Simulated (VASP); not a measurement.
# PtSe2 (P-3m1) in VASP: further runs

PtSe2 is run at these levels: PBEsol; tasks: single point.

Everything below comes from runs of VASP 6.6.1. Logs are shortened: lines on timing, memory, paths and dates and some standing lists are left out, and cuts for length are marked.

**1. The cell of the first run**

Symmetry: P-3m1, No. 164, trigonal system. The conventional cell has a = 3.758 Å, b = 3.758 Å, c = 4.853 Å, α = 90.00°, β = 90.00°, γ = 120.00°. Within 3.3 Å of Pt (site symmetry -3m) lie 6 Se at 2.52 Å. Within 3.4 Å of Se (site symmetry 3m) lie 3 Pt at 2.52 Å and 6 Se at 3.17 to 3.34 Å.

**2. Single point, PBEsol**

The input, INCAR:

```
SYSTEM = PtSe2
PREC     = Accurate       ! precision mode
ENCUT    = 520            ! plane-wave cutoff, eV
EDIFF    = 1E-6           ! SCF threshold, eV
ISMEAR   = -1             ! smearing method
SIGMA    = 0.05           ! smearing width, eV
LREAL    = .FALSE.        ! projectors in reciprocal space
LASPH    = .TRUE.         ! aspherical terms in the spheres
NELM     = 60             ! most SCF steps
ALGO     = Normal         ! electronic algorithm
ISIF     = 2              ! what is computed and relaxed
LWAVE    = .FALSE.        ! write WAVECAR
LCHARG   = .TRUE.         ! write CHGCAR
GGA      = PS             ! functional
LELF     = .TRUE.         ! ELF
LVHAR    = .TRUE.       
NBANDS   = 18             ! bands
```

The input, KPOINTS:

```
regular mesh
0
G
  8 8 5
  0 0 0
```

The input, POSCAR:

```
PtSe2
1.0
    3.7578492377      0.0000000000      0.0000000000
   -1.8789246189      3.2543929035      0.0000000000
    0.0000000000      0.0000000000      4.8534000339
Pt Se
1 2
Direct
    0.0000000000      0.0000000000      0.0000000000
    0.6666666667      0.3333333333      0.7378729224
    0.3333333333      0.6666666667      0.2621270776
```

Potentials or basis: VASP PAW PBE potentials, release 64 (Pt, Se).

Started as:

```bash
$ cat potpaw_PBE.64/Pt/POTCAR potpaw_PBE.64/Se/POTCAR > POTCAR
$ mpirun -np 1 vasp_std > vasp.out
```

OUTCAR:

```text
SYSTEM = PtSe2
   PREC = Accurate
   ENCUT = 520
   EDIFF = 1E-6
   ISMEAR = -1
   LREAL = .FALSE.
   LASPH = .TRUE.
   NELM = 60
   ISIF = 2
   GGA = PS

 ion  position               nearest neighbor table
   1  0.000  0.000  0.000-   2 2.52   3 2.52   2 2.52   3 2.52   2 2.52   3 2.52
   2  0.667  0.333  0.738-   1 2.52   1 2.52   1 2.52
   3  0.333  0.667  0.262-   1 2.52   1 2.52   1 2.52

  LATTYP: Found a hexagonal cell.
 ALAT       =     3.7578492377
 C/A-ratio  =     1.2915366549

  Lattice vectors:

 A1 = (   3.7578492377,   0.0000000000,   0.0000000000)
 A2 = (  -1.8789246189,   3.2543929035,   0.0000000000)
 A3 = (   0.0000000000,   0.0000000000,   4.8534000339)

Analysis of symmetry for initial positions (statically):
=====================================================================
 Subroutine PRICEL returns:
 Original cell was already a primitive cell.

 Routine SETGRP: Setting up the symmetry group for a
 hexagonal supercell.

 Subroutine GETGRP returns: Found 12 space group operations
 (whereof 12 operations were pure point group operations)
 out of a pool of 24 trial point group operations.

The static configuration has the point symmetry D_3d.

Analysis of symmetry for dynamics (positions and initial velocities):
=====================================================================
 Subroutine PRICEL returns:
 Original cell was already a primitive cell.

 Routine SETGRP: Setting up the symmetry group for a
 hexagonal supercell.

 Subroutine GETGRP returns: Found 12 space group operations
 (whereof 12 operations were pure point group operations)
 out of a pool of 24 trial point group operations.

The dynamic configuration has the point symmetry D_3d.

 Subroutine INISYM returns: Found 12 space group operations
 (whereof 12 operations are pure point group operations),
 and found     1 'primitive' translations

----------------------------------------------------------------------------------------

                                     Primitive cell

  volume of cell :      59.3547

  direct lattice vectors                    reciprocal lattice vectors
     3.757849238  0.000000000  0.000000000     0.266109665  0.153638486  0.000000000
    -1.878924619  3.254392903  0.000000000     0.000000000  0.307276973  0.000000000
     0.000000000  0.000000000  4.853400034     0.000000000  0.000000000  0.206041124

  length of vectors
     3.757849238  3.757849238  4.853400034     0.307276973  0.307276973  0.206041124

  position of ions in fractional coordinates (direct lattice)
     0.000000000  0.000000000  0.000000000
     0.666666667  0.333333333  0.737872922
     0.333333333  0.666666667  0.262127078

  ion indices of the primitive-cell ions
   primitive index   ion index
                 1           1
                 2           2
                 3           3

----------------------------------------------------------------------------------------

 KPOINTS: regular mesh

Automatic generation of k-mesh.
 Grid dimensions read from file:
 generate k-points for:    8    8    5

 Generating k-lattice:

  Cartesian coordinates                     Fractional coordinates (reciprocal lattice)
     0.033263708  0.019204811  0.000000000     0.125000000  0.000000000  0.000000000
     0.000000000  0.038409622  0.000000000     0.000000000  0.125000000  0.000000000
     0.000000000  0.000000000  0.041208225     0.000000000  0.000000000  0.200000000

  Length of vectors
     0.038409622  0.038409622  0.041208225

  Shift w.r.t. Gamma in fractional coordinates (k-lattice)
     0.000000000  0.000000000  0.000000000

 Subroutine IBZKPT returns following result:
 ===========================================

 Found     40 irreducible k-points:

 Following reciprocal coordinates:
            Coordinates               Weight
  0.000000  0.000000  0.000000      1.000000
  0.125000  0.000000  0.000000      6.000000
  0.250000  0.000000  0.000000      6.000000
  0.375000  0.000000  0.000000      6.000000
  0.500000  0.000000  0.000000      3.000000
  0.125000  0.125000  0.000000      6.000000
[... 16 lines left out ...]
 -0.125000  0.500000  0.200000     12.000000
  0.250000  0.250000  0.200000     12.000000
 [... further k-points ...]
   k-points           NKPTS =     40   k-points in BZ     NKDIM =     40   number of bands    NBANDS=     18
   number of dos      NEDOS =    301   number of ions     NIONS =      3
   total plane-waves  NPLWV =  28224
   dimension x,y,z NGX =    28 NGY =   28 NGZ =   36
   dimension x,y,z NGXF=    56 NGYF=   56 NGZF=   72
   ions per type =               1   2
   NGX,Y,Z   is equivalent  to a cutoff of  12.39, 12.39, 12.33 a.u.
   NGXF,Y,Z  is equivalent  to a cutoff of  24.77, 24.77, 24.66 a.u.
 SYSTEM =  PtSe2
   PREC   = accura    normal or accurate (medium, high low for compatibility)
   ISTART =      0    job   : 0-new  1-cont  2-samecut
   ICHARG =      2    charge: 1-file 2-atom 10-const
   ISPIN  =      1    spin polarized calculation?
   LNONCOLLINEAR =      F non collinear calculations
   LSORBIT =      F    spin-orbit coupling
   LASPH  =      T    aspherical Exc in radial PAW
   ENCUT  =  520.0 eV  38.22 Ry    6.18 a.u.   6.99  6.99  9.02*2*pi/ulx,y,z
   NELM   =     60;   NELMIN=  2; NELMDL= -5     # of ELM steps
   EDIFF  = 0.1E-05   stopping-criterion for ELM
   LREAL  =      F    real-space projection
   EDIFFG = 0.1E-04   stopping-criterion for IOM
   NSW    =      0    number of steps for IOM
   IBRION =     -1    ionic relax: 0-MD 1-quasi-New 2-CG
   NFREE  =      0    steps in history (QN), initial steepest desc. (CG)
   ISIF   =      2    stress and relaxation
   ISYM   =      2    0-nonsym 1-usesym 2-fastsym
   POTIM  = 0.5000    time-step for ionic-motion
   TEBEG  =    0.0;   TEEND  =   0.0 temperature during run
   PSTRESS=    0.0 pullay stress
   NELECT =      22.0000    total number of electrons
   NUPDOWN=      -1.0000    fix difference up-down
   EMIN   =  10.00;   EMAX   =-10.00  energy-range for DOS
   EFERMI =   0.00;   METHOD = LEGACY
   ISMEAR =    -1;   SIGMA  =   0.05  broadening in eV -4-tet -1-fermi 0-gaus
   EFERMI_NEDOS =   21; number of points for ismear=-14 and -15
   IALGO  =     38    algorithm
   IMIX   =      4    mixing-type and parameters
     AMIX     =   0.40;   BMIX     =  1.00
     AMIX_MAG =   1.60;   BMIX_MAG =  1.00
  volume/ion in A,a.u.               =      19.78       133.52
  Fermi-wavevector in a.u.,A,eV,Ry     =   1.175973  2.222266 18.815658  1.382912
  Thomas-Fermi vector in A             =   2.312344
   LORBIT       =      0    0 simple, 1 ext, 2 COOP (PROOUT), +10 PAW based schemes
   GGA     = PS    functional components
   LHFCALC =     F    Hartree Fock is set to
   AEXX    =    0.0000 exact exchange contribution
   IVDW    =     0    specifies the selected vdW correction
   LEPSILON=     F    determine dielectric tensor
   LRPA    =     F    only Hartree local field effects (RPA)
 non-spin polarized calculation
  energy-cutoff  :      520.00
  volume of cell :       59.35
 maximum number of plane-waves:      1612
   NGX = 13   NGY = 13   NGZ = 19

 number of electron      21.9999996 magnetization

 Free energy of the ion-electron system (eV)
  ---------------------------------------------------
  ext. energy  EPLUGINS =         0.00000000
  ---------------------------------------------------
  free energy    TOTEN  =       -15.91199685 eV

  energy without entropy =      -15.90770158  energy(sigma->0) =      -15.90984922

 E-fermi :   6.6429     XC(G=0): -10.9810

 val. band max:        6.5845608210   @ k =   0.3750   0.2500   0.0000
 cond. band min:       6.7325419352   @ k =  -0.1250   0.3750   0.2000
 fundamental gap:      0.1479811142
 Fermi energy:         6.6429109051

 k-point     1 :       0.0000    0.0000    0.0000
  band No.  band energies     occupation
      1      -9.1274      2.00000
      2      -6.0301      2.00000
      3      -0.5965      2.00000
      4       0.2670      2.00000
      5       0.2670      2.00000
      6       2.7467      2.00000
[... 10 lines left out ...]
     17      13.8100      0.00000
     18      18.2634      0.00000

 k-point     2 :       0.1250    0.0000    0.0000
  band No.  band energies     occupation
      1      -8.9569      2.00000
      2      -6.1262      2.00000
      3      -0.3863      2.00000
      4       0.3772      2.00000
      5       0.4253      2.00000
      6       2.4908      2.00000
[... 10 lines left out ...]
     17      14.3148      0.00000
     18      16.3264      0.00000

 k-point     3 :       0.2500    0.0000    0.0000
  band No.  band energies     occupation
      1      -8.4829      2.00000
      2      -6.3720      2.00000
      3       0.1616      2.00000
      4       0.6536      2.00000
      5       0.8088      2.00000
      6       1.5096      2.00000
[... 10 lines left out ...]
     17      14.7973      0.00000
     18      14.8720      0.00000

 k-point     4 :       0.3750    0.0000    0.0000
  band No.  band energies     occupation
      1      -7.8318      2.00000
      2      -6.7079      2.00000
      3      -0.1135      2.00000
      4       0.9142      2.00000
      5       1.0114      2.00000
      6       1.8198      2.00000
[... 10 lines left out ...]
     17      14.0882      0.00000
     18      15.8716      0.00000

 k-point     5 :       0.5000    0.0000    0.0000
  band No.  band energies     occupation
      1      -7.3050      2.00000
      2      -7.0694      2.00000
      3      -0.6184      2.00000
      4       0.9967      2.00000
      5       1.3891      2.00000
      6       2.6760      2.00000
[... 10 lines left out ...]
     17      13.7732      0.00000
     18      17.7837      0.00000

 k-point     6 :       0.1250    0.1250    0.0000
  band No.  band energies     occupation
      1      -8.6344      2.00000
      2      -6.2935      2.00000
      3      -0.0039      2.00000
      4       0.5876      2.00000
      5       0.6936      2.00000
      6       1.9816      2.00000
[... 10 lines left out ...]
     17      14.8428      0.00000
     18      15.2923      0.00000

 k-point     7 :       0.2500    0.1250    0.0000
  band No.  band energies     occupation
      1      -8.0706      2.00000
      2      -6.5617      2.00000
      3       0.4431      2.00000
      4       0.5991      2.00000
      5       1.0620      2.00000
      6       1.2566      2.00000
[... 10 lines left out ...]
     17      14.3960      0.00000
     18      15.5838      0.00000

 k-point     8 :       0.3750    0.1250    0.0000
  band No.  band energies     occupation
      1      -7.4530      2.00000
      2      -6.8975      2.00000
      3      -0.4063      2.00000
      4       0.7864      2.00000
      5       1.4134      2.00000
      6       1.7602      2.00000
[... 10 lines left out ...]
     17      15.3527      0.00000
     18      16.1667      0.00000
[... 229 lines left out ...]
     17      14.1102      0.00000
     18      15.4445      0.00000

 k-point    20 :       0.2500    0.1250    0.2000
  band No.  band energies     occupation
      1      -7.9084      2.00000
      2      -6.7711      2.00000
      3       0.2476      2.00000
      4       0.5922      2.00000
      5       0.9842      2.00000
      6       1.7453      2.00000
[... 10 lines left out ...]
     17      14.8167      0.00000
     18      15.5164      0.00000

 k-point    21 :      -0.1250    0.3750    0.2000
  band No.  band energies     occupation
      1      -7.9687      2.00000
      2      -6.6553      2.00000
      3      -0.1339      2.00000
      4       0.4190      2.00000
      5       0.8609      2.00000
      6       1.7955      2.00000
[... 10 lines left out ...]
     17      14.4114      0.00000
     18      16.3825      0.00000

 k-point    22 :       0.3750    0.1250    0.2000
  band No.  band energies     occupation
      1      -7.3103      2.00000
      2      -7.0212      2.00000
      3      -0.4084      2.00000
      4       0.6794      2.00000
      5       1.4725      2.00000
      6       1.5224      2.00000
[... 10 lines left out ...]
     17      15.8596      0.00000
     18      16.3703      0.00000

 k-point    23 :      -0.1250    0.5000    0.2000
  band No.  band energies     occupation
      1      -7.4692      2.00000
      2      -6.8153      2.00000
      3      -0.6223      2.00000
      4       0.4669      2.00000
      5       1.0422      2.00000
      6       2.2443      2.00000
[... 10 lines left out ...]
     17      15.6697      0.00000
     18      16.8377      0.00000

 k-point    24 :       0.2500    0.2500    0.2000
  band No.  band energies     occupation
      1      -7.4590      2.00000
      2      -6.8421      2.00000
      3      -0.0953      2.00000
      4       0.3681      2.00000
      5       0.8715      2.00000
      6       1.7544      2.00000
[... 10 lines left out ...]
     17      14.7420      0.00000
     18      15.7074      0.00000

 [... further k-points ...]
[... 5 lines left out ...]
  --------------------------------------------------------------------------------------
  -------------------------------------------------------------------------------------
  Total        0.0306214      0.0306214      0.0169831     -0.0000000     -0.0000000     -0.0000000
  in kB        0.8265701      0.8265701      0.4584299     -0.0000000     -0.0000000     -0.0000000
  external PRESSURE =       0.7038567 kB  Pullay stress =       0.0000000 kB

 VOLUME and BASIS-vectors are now :
 -----------------------------------------------------------------------------
  energy-cutoff  :      520.00
  volume of cell :       59.35
      direct lattice vectors                 reciprocal lattice vectors
     3.757849238  0.000000000  0.000000000     0.266109665  0.153638486  0.000000000
    -1.878924619  3.254392903  0.000000000     0.000000000  0.307276973  0.000000000
     0.000000000  0.000000000  4.853400034     0.000000000  0.000000000  0.206041124

 POSITION                                       TOTAL-FORCE (eV/Angst)
 -----------------------------------------------------------------------------------
      0.00000      0.00000      0.00000         0.000000      0.000000      0.000000
      1.87892      1.08480      3.58119        -0.000000      0.000000     -0.015880
     -0.00000      2.16960      1.27221         0.000000     -0.000000      0.015880
 -----------------------------------------------------------------------------------
    total drift:                                0.000000     -0.000000      0.000000

  FREE ENERGIE OF THE ION-ELECTRON SYSTEM (eV)
  ---------------------------------------------------
  free  energy   TOTEN  =       -15.9119968535 eV

  energy  without entropy=      -15.9077015798  energy(sigma->0) =      -15.90984922
```

Run time: 58 s. Hardware: 1 thread of Intel Xeon 8259CL, shared host; peak memory 0.19 GiB.

What came out:

| Quantity | Value |
| --- | --- |
| Free energy | -15.9120 eV |
| Pressure | 0.1 GPa |
| Largest force | 0.016 eV/Å |
| Band gap on the k mesh | zero (bands 11 and 12 overlap by 0.78 eV) |

Forces in eV/Å, atoms in the order of the input:
```
Pt   0.000  0.000  0.000
Se   0.000  0.000 -0.016
Se   0.000  0.000  0.016
```

Caveat: the PAW data sets were made with another functional, which shifts forces and pressure a little; spin-orbit coupling is left out, which moves the levels of the heavy elements.

**3. Single point, PBEsol**

The input, INCAR:

```
ALGO     = Normal         # electronic algorithm
EDIFF    = 1E-6           # SCF threshold, eV
ENCUT    = 520            # plane-wave cutoff, eV
GGA      = PS             # functional
ISIF     = 2              # what is computed and relaxed
ISMEAR   = -1             # smearing method
LASPH    = T              # aspherical terms in the spheres
LCHARG   = F              # write CHGCAR
LREAL    = F              # projectors in reciprocal space
LWAVE    = F              # write WAVECAR
NBANDS   = 18             # bands
NELM     = 100            # most SCF steps
PREC     = Accurate       # precision mode
SIGMA    = 0.05           # smearing width, eV
```

The input, KPOINTS:

```
k-points
0
Gamma
  8 8 5
```

The input, POSCAR:

```
PtSe2
1.0
    3.7636477037      0.0000000000      0.0000000000
   -1.8818238519      3.2594145223      0.0000000000
    0.0000000000      0.0000000000      4.8379328674
Pt Se
1 2
Direct
    0.0000000000      0.0000000000      0.0000000000
    0.6666666667      0.3333333333      0.7361579908
    0.3333333333      0.6666666667      0.2638420092
```

Potentials or basis: VASP PAW PBE potentials, release 64 (Pt, Se).

Started as:

```bash
$ cat potpaw_PBE.64/Pt/POTCAR potpaw_PBE.64/Se/POTCAR > POTCAR
$ mpirun -np 1 vasp_std > vasp.out
```

It took 85 s on 1 thread of Intel Xeon 8259CL, shared host; peak memory 0.2 GiB.

Results (log left out):

| Quantity | Value |
| --- | --- |
| Free energy | -15.9114 eV |
| Pressure | -0.5 GPa |
| Largest force | 0.077 eV/Å |
| Band gap on the k mesh | zero (bands 11 and 12 overlap by 0.82 eV) |

Forces in eV/Å, atoms in the order of the input:
```
Pt   0.000  0.000  0.000
Se   0.000  0.000  0.077
Se   0.000  0.000 -0.077
```

Stress tensor (GPa, compression positive):
```
-0.61  0.00  0.00
 0.00 -0.61  0.00
 0.00  0.00 -0.40
```

Levels at points of the mesh, in eV from the Fermi level:
```tsv
k point	band 8	band 9	band 10	band 11	band 12	band 13	band 14	band 15
(0.00, 0.00, 0.00)	-2.51	-1.04	-1.04	0.75	1.09	1.09	3.21	4.01
(0.50, 0.00, 0.00)	-3.75	-3.37	-3.31	-2.96	0.47	2.48	4.93	5.97
```

Caveat: the PAW data sets were made with another functional, which shifts forces and pressure a little; spin-orbit coupling is left out, which moves the levels of the heavy elements.

**4. Single point, PBEsol**

The input, INCAR:

```
  PREC = Accurate
  ENCUT = 520
  EDIFF = 1E-7
  ISMEAR = -1
  SIGMA = 0.05
  LREAL = F
  LASPH = T
  NELM = 100
  ALGO = Normal
  ISIF = 2
  LWAVE = F
  LCHARG = T
  GGA = PS
  LELF = T
  LVHAR = T
  NBANDS = 18
```

The input, KPOINTS:

```
regular mesh
0
Gamma
  8 8 5
```

The input, POSCAR:

```
PtSe2
1.0
    3.7584496597      0.0000000000      0.0000000000
   -1.8792248299      3.2549128842      0.0000000000
    0.0000000000      0.0000000000      4.8425293915
Pt Se
1 2
Direct
    0.0000000000      0.0000000000      0.0000000000
    0.6666666667      0.3333333333      0.7375522839
    0.3333333333      0.6666666667      0.2624477161
```

Started as:

```bash
$ cat potpaw_PBE.64/Pt/POTCAR potpaw_PBE.64/Se/POTCAR > POTCAR
$ mpirun -np 1 vasp_std > vasp.out
```

It used 67 s of CPU time on 1 thread of Intel Xeon 8259CL, with other jobs on the host.

It converged, with:

| Property | Result |
| --- | --- |
| Free energy | -15.9119 eV |
| Pressure | 0.2 GPa |
| Largest force | 0.021 eV/Å |
| Band gap on the k mesh | zero (bands 11 and 12 overlap by 0.79 eV) |

Forces in eV/Å, atoms in the order of the input:
```
Pt   0.000  0.000  0.000
Se   0.000  0.000 -0.021
Se   0.000  0.000  0.021
```

Levels at points of the mesh, in eV from the Fermi level:
| k point | band 8 | band 9 | band 10 | band 11 | band 12 | band 13 | band 14 | band 15 |
| --- | --- | --- | --- | --- | --- | --- | --- | --- |
| (0.00, 0.00, 0.00) | -2.52 | -1.06 | -1.06 | 0.73 | 1.12 | 1.12 | 3.20 | 4.03 |
| (0.50, 0.00, 0.00) | -3.77 | -3.41 | -3.35 | -2.98 | 0.48 | 2.48 | 4.91 | 5.96 |

Caveat: the PAW data sets were made with another functional, which shifts forces and pressure a little; spin-orbit coupling is left out, which moves the levels of the heavy elements.

(Continued in part 2 of 2.)
